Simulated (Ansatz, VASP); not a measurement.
# Two plane-wave programs on Li3TeH

INCAR

```
PREC = Accurate
ENCUT = 600
EDIFF = 1E-6
ISMEAR = 0
SIGMA = 0.02
LREAL = False
LASPH = True
NELM = 80
ALGO = Normal
ISIF = 3
LWAVE = False
LCHARG = False
GGA = CA
IBRION = 2
NSW = 70
EDIFFG = -0.005
```

The input KPOINTS:

```
regular mesh
0
Gamma
  6 6 6
```

The input POSCAR:

```
Li3TeH
1.0
    4.1922815372      0.0000000000      0.0000000000
    0.0000000000      4.1922815372      0.0000000000
    0.0000000000      0.0000000000      4.1922815372
Li Te H
3 1 1
Direct
    0.5000000000      0.0000000000      0.5000000000
    0.0000000000      0.5000000000      0.5000000000
    0.5000000000      0.5000000000      0.0000000000
    0.0000000000      0.0000000000      0.0000000000
    0.5000000000      0.5000000000      0.5000000000
```

Input for Ansatz:

```yaml
crystal:
  lattice:
    - [4.1922815372, 0.0, 0.0]
    - [0.0, 4.1922815372, 0.0]
    - [0.0, 0.0, 4.1922815372]
  atoms:
    - { symbol: Li, position: [0.5, 0.0, 0.5] }
    - { symbol: Li, position: [0.0, 0.5, 0.5] }
    - { symbol: Li, position: [0.5, 0.5, 0.0] }
    - { symbol: Te, position: [0.0, 0.0, 0.0] }
    - { symbol: H, position: [0.5, 0.5, 0.5] }
basis:
  ecutwfc: 420
kpoints:
  mp_grid: { grid: [6, 6, 6] }
hamiltonian:
  xc: lda
scf:
  occupations: { method: gaussian, width: 0.02 }
output:
  forces: true
  stress: true
  eigenvalues: true
relax:
  adjacent_minimum: "off"
  f_tol: 0.005
  max_steps: 50
  cell: { stress_tol: 0.05 }
```

Alike in both runs: task relaxation of cell and atoms; functional LDA; k mesh 6 × 6 × 6; occupations gaussian, width 0.02 eV; no spin polarisation.

```csv
,VASP,Ansatz
version,VASP 6.6.1,Ansatz 0.2.0
potentials or method,"VASP PAW LDA potentials, release 64 (Li_sv, Te, H), cutoff 600 eV","scalar-relativistic, plane waves, PAW"
valence electrons in the cell,16,26
```

Ansatz gave:

| Item | Value |
| --- | --- |
| gap on the k mesh at the Fermi level, each at its own relaxed structure (eV) | 2.91 |
| relaxed volume (Å³/atom) | 13.63 |
| relaxed cell length with the largest relative difference (Å) | 4.085 |

Estimate VASP's values.

gap on the k mesh at the Fermi level, each at its own relaxed structure (eV): 2.90; relaxed volume (Å³/atom): 13.60; relaxed cell length with the largest relative difference (Å): 4.082.

LDA's correlation is that of Perdew and Zunger in VASP and of Perdew and Wang (1992) in Ansatz. VASP's potentials hold 16 valence electrons a cell and Ansatz's 26, so a difference there can come from the potentials and not from the codes.

Spin-orbit coupling is off throughout. Noted on VASP's run: the cutoff is short for stress, so the pressure is rough.
